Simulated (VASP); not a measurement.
# IrAu3 (Fm-3m) in VASP: single point with HSE06

Aim: the single point of IrAu3 with HSE06.

Everything below comes from runs of VASP 6.6.1. Logs are shortened: lines on timing, memory, paths and dates and some standing lists are left out, and cuts for length are marked.

## Step 1: The cell of the first run

It takes space group Fm-3m (No. 225, cubic). The conventional cell has a = 6.219 Å, b = 6.219 Å, c = 6.219 Å, α = 90.00°, β = 90.00°, γ = 90.00°. Ir (site symmetry m-3m) has 14 Au at 2.69 to 3.11 Å within 3.6 Å. Au (site symmetry m-3m) has 8 Au at 2.69 Å and 6 Ir at 3.11 Å within 3.6 Å. Au (site symmetry -43m) has 4 Ir at 2.69 Å and 10 Au at 2.69 to 3.11 Å within 3.6 Å.

## Step 2: Single point, HSE06, collinear spin

POSCAR

```
IrAu3
1.0
    0.0000000000      3.1093167800      3.1093167800
    3.1093167800      0.0000000000      3.1093167800
    3.1093167800      3.1093167800      0.0000000000
Ir Au
1 3
Direct
    0.0000000000      0.0000000000      0.0000000000
    0.5000000000      0.5000000000      0.5000000000
    0.2500000000      0.2500000000      0.2500000000
    0.7500000000      0.7500000000      0.7500000000
```

INCAR.step1

```
SYSTEM = IrAu3
PREC = Accurate ; ENCUT = 520
EDIFF = 1E-5 ; ISMEAR = -1
SIGMA = 0.1325 ; LREAL = .False.
LASPH = .True. ; NELM = 150
ALGO = Normal ; ISIF = 2
LWAVE = .True. ; LCHARG = .False.
ISPIN = 2 ; MAGMOM = 1 0 0 0
LORBIT = 11 ; LMAXMIX = 4
GGA = PE ; NBANDS = 33
```

INCAR.step2

```
SYSTEM = IrAu3
PREC = Accurate ; ENCUT = 520
EDIFF = 1E-6 ; ISMEAR = -1
SIGMA = 0.1325 ; LREAL = .False.
LASPH = .True. ; NELM = 150
ALGO = Normal ; ISIF = 2
LWAVE = .False. ; LCHARG = .False.
ISPIN = 2 ; MAGMOM = 1 0 0 0
LORBIT = 11 ; LMAXMIX = 4
GGA = PE ; LHFCALC = .True.
HFSCREEN = 0.2079 ; PRECFOCK = Normal
ISTART = 1 ; NBANDS = 33
```

KPOINTS

```
regular mesh
0
Gamma
  3 3 3
  0 0 0
```

Potentials or basis: VASP PAW PBE potentials, release 64 (Ir, Au).

Started as:

```
cat potpaw_PBE.64/Ir/POTCAR potpaw_PBE.64/Au/POTCAR > POTCAR
cp INCAR.step1 INCAR
mpirun -np 1 vasp_std > vasp.out
cp INCAR.step2 INCAR
mpirun -np 1 vasp_std > vasp.out
```

OUTCAR:

```text
SYSTEM = IrAu3
   PREC = Accurate
   ENCUT = 520
   EDIFF = 1E-6
   ISMEAR = -1
   LREAL = .False.
   LASPH = .True.
   NELM = 150
   ISIF = 2
   ISPIN = 2
   LORBIT = 11
   GGA = PE
   LHFCALC = .True.
   HFSCREEN = 0.2079
   PRECFOCK = Normal
   ISTART = 1

 ion  position               nearest neighbor table
   1  0.000  0.000  0.000-   4 2.69   4 2.69   4 2.69   3 2.69   4 2.69   3 2.69   3 2.69   3 2.69
                             2 3.11   2 3.11   2 3.11   2 3.11   2 3.11   2 3.11
   2  0.500  0.500  0.500-   3 2.69   3 2.69   3 2.69   3 2.69   4 2.69   4 2.69   4 2.69   4 2.69
                             1 3.11   1 3.11   1 3.11   1 3.11   1 3.11   1 3.11
   3  0.250  0.250  0.250-   1 2.69   1 2.69   1 2.69   1 2.69   2 2.69   2 2.69   2 2.69   2 2.69
                             4 3.11   4 3.11   4 3.11   4 3.11   4 3.11   4 3.11
   4  0.750  0.750  0.750-   2 2.69   2 2.69   2 2.69   1 2.69   2 2.69   1 2.69   1 2.69   1 2.69
                             3 3.11   3 3.11   3 3.11   3 3.11   3 3.11   3 3.11

  LATTYP: Found a face centered cubic cell.
 ALAT       =     6.2186335600

  Lattice vectors:

 A1 = (   0.0000000000,   3.1093167800,   3.1093167800)
 A2 = (   3.1093167800,   0.0000000000,   3.1093167800)
 A3 = (   3.1093167800,   3.1093167800,   0.0000000000)

Analysis of symmetry for initial positions (statically):
=====================================================================
 Subroutine PRICEL returns:
 Original cell was already a primitive cell.

 Routine SETGRP: Setting up the symmetry group for a
 face centered cubic supercell.

 Subroutine GETGRP returns: Found 48 space group operations
 (whereof 48 operations were pure point group operations)
 out of a pool of 48 trial point group operations.

The static configuration has the point symmetry O_h .

Analysis of symmetry for dynamics (positions and initial velocities):
=====================================================================
 Subroutine PRICEL returns:
 Original cell was already a primitive cell.

 Routine SETGRP: Setting up the symmetry group for a
 face centered cubic supercell.

 Subroutine GETGRP returns: Found 48 space group operations
 (whereof 48 operations were pure point group operations)
 out of a pool of 48 trial point group operations.

The dynamic configuration has the point symmetry O_h .

Analysis of structural, dynamic, and magnetic symmetry:
=====================================================================
 Subroutine PRICEL returns:
 Original cell was already a primitive cell.

 Routine SETGRP: Setting up the symmetry group for a
 face centered cubic supercell.

 Subroutine GETGRP returns: Found 48 space group operations
 (whereof 48 operations were pure point group operations)
 out of a pool of 48 trial point group operations.

The overall configuration has the point symmetry O_h .

 Subroutine INISYM returns: Found 48 space group operations
 (whereof 48 operations are pure point group operations),
 and found     1 'primitive' translations

----------------------------------------------------------------------------------------

                                     Primitive cell

  volume of cell :      60.1208

  direct lattice vectors                    reciprocal lattice vectors
     0.000000000  3.109316780  3.109316780    -0.160807031  0.160807031  0.160807031
     3.109316780  0.000000000  3.109316780     0.160807031 -0.160807031  0.160807031
     3.109316780  3.109316780  0.000000000     0.160807031  0.160807031 -0.160807031

  length of vectors
     4.397237960  4.397237960  4.397237960     0.278525948  0.278525948  0.278525948

  position of ions in fractional coordinates (direct lattice)
     0.000000000  0.000000000  0.000000000
     0.500000000  0.500000000  0.500000000
     0.250000000  0.250000000  0.250000000
     0.750000000  0.750000000  0.750000000

  ion indices of the primitive-cell ions
   primitive index   ion index
                 1           1
                 2           2
                 3           3
                 4           4

----------------------------------------------------------------------------------------

 KPOINTS: regular mesh

Automatic generation of k-mesh.
 Grid dimensions read from file:
[... 27 lines left out ...]
   number of dos      NEDOS =    301   number of ions     NIONS =      4
   total plane-waves  NPLWV =  46656
   dimension x,y,z NGX =    36 NGY =   36 NGZ =   36
   dimension x,y,z NGXF=    72 NGYF=   72 NGZF=   72
   ions per type =               1   3
   NGX,Y,Z   is equivalent  to a cutoff of  13.61, 13.61, 13.61 a.u.
   NGXF,Y,Z  is equivalent  to a cutoff of  27.22, 27.22, 27.22 a.u.
 SYSTEM =  IrAu3
   PREC   = accura    normal or accurate (medium, high low for compatibility)
   ISTART =      1    job   : 0-new  1-cont  2-samecut
   ICHARG =      0    charge: 1-file 2-atom 10-const
   ISPIN  =      2    spin polarized calculation?
   LNONCOLLINEAR =      F non collinear calculations
   LSORBIT =      F    spin-orbit coupling
   LASPH  =      T    aspherical Exc in radial PAW
   ENCUT  =  520.0 eV  38.22 Ry    6.18 a.u.   8.18  8.18  8.18*2*pi/ulx,y,z
   NELM   =    150;   NELMIN=  2; NELMDL=  0     # of ELM steps
   EDIFF  = 0.1E-05   stopping-criterion for ELM
   LREAL  =      F    real-space projection
   EDIFFG = 0.1E-04   stopping-criterion for IOM
   NSW    =      0    number of steps for IOM
   IBRION =     -1    ionic relax: 0-MD 1-quasi-New 2-CG
   NFREE  =      0    steps in history (QN), initial steepest desc. (CG)
   ISIF   =      2    stress and relaxation
   ISYM   =      3    0-nonsym 1-usesym 2-fastsym
   POTIM  = 0.5000    time-step for ionic-motion
   TEBEG  =    0.0;   TEEND  =   0.0 temperature during run
   PSTRESS=    0.0 pullay stress
   NELECT =      42.0000    total number of electrons
   NUPDOWN=      -1.0000    fix difference up-down
   EMIN   =  10.00;   EMAX   =-10.00  energy-range for DOS
   EFERMI =   0.00;   METHOD = LEGACY
   ISMEAR =    -1;   SIGMA  =   0.13  broadening in eV -4-tet -1-fermi 0-gaus
   EFERMI_NEDOS =   21; number of points for ismear=-14 and -15
   IALGO  =     38    algorithm
   IMIX   =      1    mixing-type and parameters
     AMIX     =   0.40;   BMIX     =  1.00
     AMIX_MAG =   1.60;   BMIX_MAG =  1.00
  volume/ion in A,a.u.               =      15.03       101.43
  Fermi-wavevector in a.u.,A,eV,Ry     =   1.452612  2.745039 28.709403  2.110082
  Thomas-Fermi vector in A             =   2.569974
   LORBIT       =     11    0 simple, 1 ext, 2 COOP (PROOUT), +10 PAW based schemes
   GGA     = PE    functional components
   LHFCALC =     T    Hartree Fock is set to
   PRECFOCK=normal    Normal, Fast or Accurate (Low or Medium for compatibility)
   ENCUT4O =  -1.0   cutoff for four orbital integrals eV
   NKREDX  =     1    reduce k-point grid by
   NKREDY  =     1    reduce k-point grid by
   NKREDZ  =     1    reduce k-point grid by
   AEXX    =    0.2500 exact exchange contribution
   HFSCREEN=    0.2079 screening length (either q_TF or 0.3 A-1)
   HFSCREENC=   0.2079 screening length for correlation (either q_TF or 0.3 A-1)
   ENCUTFOCK=  -1.0 apply spherical cutoff to Coloumb kernel
   IVDW    =     0    specifies the selected vdW correction
   LEPSILON=     F    determine dielectric tensor
   LRPA    =     F    only Hartree local field effects (RPA)
 spin polarized calculation
  energy-cutoff  :      520.00
  volume of cell :       60.12
 maximum number of plane-waves:      1639
 NGX is ok and might be reduce to    36
  NGX = 28; NGY = 28; NGZ = 28

 number of electron      42.0000004 magnetization       0.0000386

 Free energy of the ion-electron system (eV)
  ---------------------------------------------------
  ext. energy  EPLUGINS =         0.00000000
  ---------------------------------------------------
  free energy    TOTEN  =       -18.41100523 eV

  energy without entropy =      -18.31471918  energy(sigma->0) =      -18.36286220

 E-fermi :  10.6059     XC(G=0): -10.9793

 val. band max:       10.3511729563   @ k =  -0.3333   0.3333   0.0000
 cond. band min:      10.8776972278   @ k =  -0.3333   0.3333   0.0000
 fundamental gap:      0.5265242715
 Fermi energy:        10.6059324955

 spin component 1

 k-point     1 :       0.0000    0.0000    0.0000
  band No.  band energies     occupation
      1      -1.3086      1.00000
      2       1.6076      1.00000
      3       1.6076      1.00000
      4       3.4447      1.00000
      5       3.4447      1.00000
      6       3.4447      1.00000
[... 133 lines left out ...]
     32      25.8187      0.00000
     33      26.0628      0.00000
 Fermi energy:        10.6059324955

 spin component 2

 k-point     1 :       0.0000    0.0000    0.0000
  band No.  band energies     occupation
      1      -1.3086      1.00000
      2       1.6076      1.00000
      3       1.6076      1.00000
      4       3.4447      1.00000
      5       3.4447      1.00000
      6       3.4448      1.00000
[... 133 lines left out ...]
     32      25.8187      0.00000
     33      26.0628      0.00000

------------------------ aborting loop because EDIFF is reached ----------------------------------------

  FORCE on cell =-STRESS in cart. coord.  units (eV):
  Direction    XX          YY          ZZ          XY          YZ          ZX
  --------------------------------------------------------------------------------------
  -------------------------------------------------------------------------------------
  Total        9.9235561      9.9235561      9.9235561     -0.0000000     -0.0000000      0.0000000
  in kB      264.4557436    264.4557436    264.4557436     -0.0000000     -0.0000000      0.0000000
  external PRESSURE =     264.4557436 kB  Pullay stress =       0.0000000 kB

 VOLUME and BASIS-vectors are now :
 -----------------------------------------------------------------------------
  energy-cutoff  :      520.00
  volume of cell :       60.12
      direct lattice vectors                 reciprocal lattice vectors
     0.000000000  3.109316780  3.109316780    -0.160807031  0.160807031  0.160807031
     3.109316780  0.000000000  3.109316780     0.160807031 -0.160807031  0.160807031
     3.109316780  3.109316780  0.000000000     0.160807031  0.160807031 -0.160807031

 POSITION                                       TOTAL-FORCE (eV/Angst)
 -----------------------------------------------------------------------------------
      0.00000      0.00000      0.00000         0.000000      0.000000     -0.000000
      3.10932      3.10932      3.10932        -0.000000      0.000000      0.000000
      1.55466      1.55466      1.55466        -0.000000     -0.000000     -0.000000
      4.66398      4.66398      4.66398         0.000000     -0.000000      0.000000
 -----------------------------------------------------------------------------------
    total drift:                               -0.000022     -0.000014      0.000007

  FREE ENERGIE OF THE ION-ELECTRON SYSTEM (eV)
  ---------------------------------------------------
  free  energy   TOTEN  =       -18.4110052275 eV

  energy  without entropy=      -18.3147191765  energy(sigma->0) =      -18.36286220

 total charge

# of ion       s       p       d       tot
------------------------------------------
    1        0.525   0.473   7.293   8.292
    2        0.570   0.451   8.866   9.887
    3        0.632   0.465   8.824   9.921
    4        0.632   0.465   8.824   9.921
--------------------------------------------------
tot          2.358   1.854  33.808  38.021

 magnetization (x)

# of ion       s       p       d       tot
------------------------------------------
    1        0.000  -0.000   0.000   0.000
    2       -0.000  -0.000   0.000   0.000
    3       -0.000  -0.000   0.000   0.000
    4       -0.000  -0.000   0.000   0.000
--------------------------------------------------
tot         -0.000  -0.000   0.000   0.000
```

It took 30 min on 1 thread of AMD EPYC 9R45 (Zen 5), shared host; peak memory 0.34 GiB.

Results:

```yaml
Free_energy: -18.4110 eV
Pressure: 26.4 GPa
Band_gap_on_the_k_mesh: 0.53 eV
Net_moment: 0.00 μB per cell
Valence_electrons_inside_the_program's_atomic_spheres: Ir 8.29; Au 9.89, 9.92 (each value once)
```

Levels at points of the mesh, in eV from the valence-band top:
Spin up:
| k point | band 19 | band 20 | band 21 | band 22 | band 23 | band 24 |
| --- | --- | --- | --- | --- | --- | --- |
| (0.00, 0.00, 0.00) | -0.78 | -0.67 | -0.67 | 4.64 | 5.75 | 7.86 |
Spin down:
```csv
k point,band 19,band 20,band 21,band 22,band 23,band 24
"(0.00, 0.00, 0.00)",-0.78,-0.67,-0.67,4.64,5.75,7.86
```

Caveat: the k points lie up to 0.58 Å⁻¹ apart; the PAW data sets were made with another functional, which shifts forces and pressure a little; spin-orbit coupling is left out, which moves the levels of the heavy elements; an odd mesh through Γ misses points on the zone boundary, where band edges can lie.
